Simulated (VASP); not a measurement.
Runs of VASP 6.6.1 on TiNi. The structure is that of space group Pm-3m (No. 221), or close to it. The cells are those of the table. 

| task | level | potentials or basis | cell | cutoff (eV) | gap on the mesh (eV) | pressure (GPa) | moment (μB) | relaxed volume (Å³/atom) |
| --- | --- | --- | --- | --- | --- | --- | --- | --- |
| relaxation of cell and atoms | LDA | VASP PAW LDA potentials, release 64 (Ti_sv, Ni) | relaxed from a = 2.988 Å, 2 atoms | 600 | none | -0.1 | 0.00 | 12.72 |
| relaxation of cell and atoms | PBEsol+D3(BJ) | VASP PAW PBE potentials, release 64 (Ti_sv, Ni) | relaxed from a = 2.988 Å, 2 atoms | 600 | none | 0.0 | 0.00 | 12.63 |
| single point | PBEsol+D3(BJ) | VASP PAW PBE potentials, release 64 (Ti_sv, Ni) | a = 2.936 Å, 2 atoms | 520 | none | (a) | 0.00 | - |
| single point | PBEsol | VASP PAW PBE potentials, release 64 (Ti_sv, Ni) | a = 2.974 Å, 2 atoms | 520 | none | -0.4 | 0.00 | - |
| single point | LDA | VASP PAW LDA potentials, release 64 (Ti_sv, Ni) | a = 2.941 Å, 2 atoms | 520 | none | 0.0 | 0.00 | - |

Alike in all rows: spin collinear, ferromagnetic start; k mesh 8 × 8 × 8; smearing fermi-dirac 0.15 eV.

Q: Fill in the values left out.

A: (a) -0.5.

Caveats: the PAW data sets were made with another functional, which shifts forces and pressure a little (at least some runs).

A gap of «none» marks levels without a gap at the run's occupations.
